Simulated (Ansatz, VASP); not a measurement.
**MgO: VASP beside Ansatz**

POSCAR

```
MgO
1.0
    0.0000000000      2.1351491430      2.1351491430
    2.1351491430      0.0000000000      2.1351491430
    2.1351491430      2.1351491430      0.0000000000
Mg O
1 1
Direct
    0.0000000000      0.0000000000      0.0000000000
    0.5000000000      0.5000000000      0.5000000000
```

File INCAR.step1:

```
PREC = Accurate
ENCUT = 520
EDIFF = 1E-5
ISMEAR = 0
SIGMA = 0.05
LREAL = False
LASPH = True
NELM = 80
ALGO = Normal
ISIF = 2
LWAVE = True
LCHARG = False
NBANDS = 11
GGA = PE
```

The input INCAR.step2:

```
PREC = Accurate
ENCUT = 520
EDIFF = 1E-6
ISMEAR = 0
SIGMA = 0.05
LREAL = False
LASPH = True
NELM = 80
ALGO = Normal
ISIF = 2
LWAVE = False
LCHARG = False
GGA = PE
LHFCALC = True
AEXX = 0.4
PRECFOCK = Normal
NBANDS = 11
ISTART = 1
```

Contents of KPOINTS:

```
regular mesh
0
Gamma
  6 6 6
```

Input for Ansatz:

```yaml
crystal:
  lattice:
    - [0.0, 2.135149143, 2.135149143]
    - [2.135149143, 0.0, 2.135149143]
    - [2.135149143, 2.135149143, 0.0]
  atoms:
    - { symbol: Mg, position: [0.0, 0.0, 0.0] }
    - { symbol: O, position: [0.5, 0.5, 0.5] }
basis:
  ecutwfc: 420
  ecutrho_ratio: 4
kpoints:
  mp_grid: { grid: [6, 6, 6] }
hamiltonian:
  xc: { exchange: pbe, correlation: pbe, exx: { coeff: 0.4 } }
scf:
  occupations: { method: gaussian, width: 0.05 }
  n_extra_bands: 9
output:
  forces: true
  stress: true
  eigenvalues: true
  populations: true
  dos: { projected: true, de: 0.02 }
```

Alike in both runs: task single point; functional PBE-based global hybrid; k mesh 6 × 6 × 6; occupations gaussian, width 0.05 eV; no spin polarisation.

|  | VASP | Ansatz |
| --- | --- | --- |
| version | VASP 6.6.1 | Ansatz 0.2.0 |
| potentials or method | VASP PAW PBE potentials, release 64 (Mg, O), cutoff 520 eV | scalar-relativistic, plane waves, PAW |
| valence electrons in the cell | 8 | 16 |

```tsv
	VASP	Ansatz	Ansatz less VASP
gap on the k mesh at the Fermi level (eV)	8.27	8.31	+0.036
least direct gap on the mesh (eV)	8.27	8.31	+0.036
pressure (GPa)	-10.8	-10.5	+0.36
```

VASP's potentials were made for PBE, not for PBE-based global hybrid. VASP's potentials hold 8 valence electrons a cell and Ansatz's 16, so a difference there can come from the potentials and not from the codes. Ansatz's warnings: stress exchange threshold loose, stress scf threshold loose.

The k mesh is coarse, so the values compare programs but aren't converged.
